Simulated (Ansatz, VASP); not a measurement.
**One calculation of In3P, two programs**

The input INCAR:

```
PREC = Accurate ; ENCUT = 520
EDIFF = 1E-7 ; ISMEAR = 0
SIGMA = 0.1 ; LREAL = F
LASPH = T ; NELM = 100
ALGO = Normal ; ISIF = 2
LWAVE = F ; LCHARG = F
GGA = PE ; NBANDS = 30
```

Contents of KPOINTS:

```
Automatic mesh
0
Gamma
  6 6 2
```

Contents of POSCAR:

```
In3P
1.0
    1.7669565800     -2.5130152800      0.0000000000
    1.7669565800      2.5130152800      0.0000000000
    0.0000000000      0.0000000000     10.0500449100
In P
3 1
Direct
    0.5000000000      0.5000000000      0.7507200200
    0.0000000000      0.0000000000      0.5000000000
    0.5000000000      0.5000000000      0.2492799800
    0.0000000000      0.0000000000      0.0000000000
```

Input for Ansatz:

```yaml
crystal:
  lattice:
    - [1.76695658, -2.51301528, 0.0]
    - [1.76695658, 2.51301528, 0.0]
    - [0.0, 0.0, 10.05004491]
  atoms:
    - { symbol: In, position: [0.5, 0.5, 0.75072002] }
    - { symbol: In, position: [0.0, 0.0, 0.5] }
    - { symbol: In, position: [0.5, 0.5, 0.24927998] }
    - { symbol: P, position: [0.0, 0.0, 0.0] }
basis:
  ecutwfc: 420
kpoints:
  mp_grid: { grid: [6, 6, 2] }
hamiltonian:
  xc: pbe
scf:
  occupations: { method: gaussian, width: 0.1 }
  lower_state_search: "off"
output:
  forces: true
  stress: true
  eigenvalues: true
```

Change from the starting cell: species swapped into the ReW3 type (Cmmm, No. 65).

Alike in both runs: task single point; functional PBE; k mesh 6 × 6 × 2; occupations gaussian, width 0.1 eV; no spin polarisation.

|  | VASP | Ansatz |
| --- | --- | --- |
| version | VASP 6.6.1 | Ansatz 0.2.0 |
| potentials or method | VASP PAW PBE potentials, release 64 (In_d, P), cutoff 520 eV | scalar-relativistic, plane waves, PAW |
| valence electrons in the cell | 44 | 44 |

|  | VASP | Ansatz | Ansatz less VASP |
| --- | --- | --- | --- |
| gap on the k mesh at the Fermi level (eV) | none | none | - |
| pressure (GPa) | 5.3 | 5.3 | +0.03 |
| traceless stress, the component that is largest in VASP (GPa) | -0.60 | -0.60 | -0.002 |
| rms of the force components (eV/Å) | 0.431 | 0.430 | -0.0006 |

Atom by atom the forces differ by 0.001 eV/Å (rms over components). A gap of «none» marks a metal or a gap that the smearing closes. With one functional, cell and mesh, what is left measures potentials, basis and numerics.

The k mesh is coarse, so the values compare programs but aren't converged.
